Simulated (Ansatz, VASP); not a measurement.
# Se: VASP beside Ansatz

The input INCAR:

```
SYSTEM = Se
PREC = Accurate
ENCUT = 520
EDIFF = 1E-6
ISMEAR = -1
SIGMA = 0.08
LREAL = .False.
LASPH = .True.
NELM = 60
ALGO = Normal
ISIF = 2
LWAVE = .False.
LCHARG = .False.
GGA = CA
NBANDS = 13
```

The input KPOINTS:

```
Automatic mesh
0
Gamma
  11 11 11
  0 0 0
```

The input POSCAR:

```
Se
1.0
    0.0000000000      3.0843981297      3.0843981297
    3.0843981297      0.0000000000      3.0843981297
    3.0843981297      3.0843981297      0.0000000000
Se
2
Direct
   -0.1250000000     -0.1250000000     -0.1250000000
    0.1250000000      0.1250000000      0.1250000000
```

Input for Ansatz:

```yaml
crystal:
  lattice:
    - [0.0, 3.0843981297, 3.0843981297]
    - [3.0843981297, 0.0, 3.0843981297]
    - [3.0843981297, 3.0843981297, 0.0]
  atoms:
    - { symbol: Se, position: [-0.125, -0.125, -0.125] }
    - { symbol: Se, position: [0.125, 0.125, 0.125] }
kpoints:
  mp_grid: { grid: [11, 11, 11] }
  band_path:
    path:
      - [0.0, 0.0, 0.0]
      - [0.5, 0.0, 0.5]
      - [0.625, 0.25, 0.625]
      - [0.375, 0.375, 0.75]
      - [0.0, 0.0, 0.0]
      - [0.5, 0.5, 0.5]
      - [0.5, 0.25, 0.75]
      - [0.5, 0.0, 0.5]
    npoints: 8
scf:
  occupations: { method: fermi_dirac, width: 0.08 }
hamiltonian:
  xc: lda
  pseudopotentials: { kind: paw }
output:
  forces: true
  stress: true
  eigenvalues: true
  populations: true
  dos: { projected: true, de: 0.2, e_range: [-14, 8] }
```

Change from the starting cell: volume scaled by 1, PAW files.

Alike in both runs: task single point; functional LDA; k mesh 11 × 11 × 11; occupations fermi-dirac, width 0.08 eV; no spin polarisation.

|  | VASP | Ansatz |
| --- | --- | --- |
| version | VASP 6.6.1 | Ansatz 0.2.0 |
| potentials or method | VASP PAW LDA potentials, release 64 (Se) | PAW with Ansatz's default frozen-core files, scalar-relativistic |
| plane-wave cutoff (eV) | 520 | 420 |
| valence electrons in the cell | 12 | 32 |

|  | VASP | Ansatz | Ansatz less VASP |
| --- | --- | --- | --- |
| pressure (GPa) | 0.1 | 0.0 | -0.11 |

LDA's correlation is that of Perdew and Zunger in VASP and of Perdew and Wang (1992) in Ansatz. VASP's potentials hold 12 valence electrons a cell and Ansatz's 32, so a difference there can come from the potentials and not from the codes.
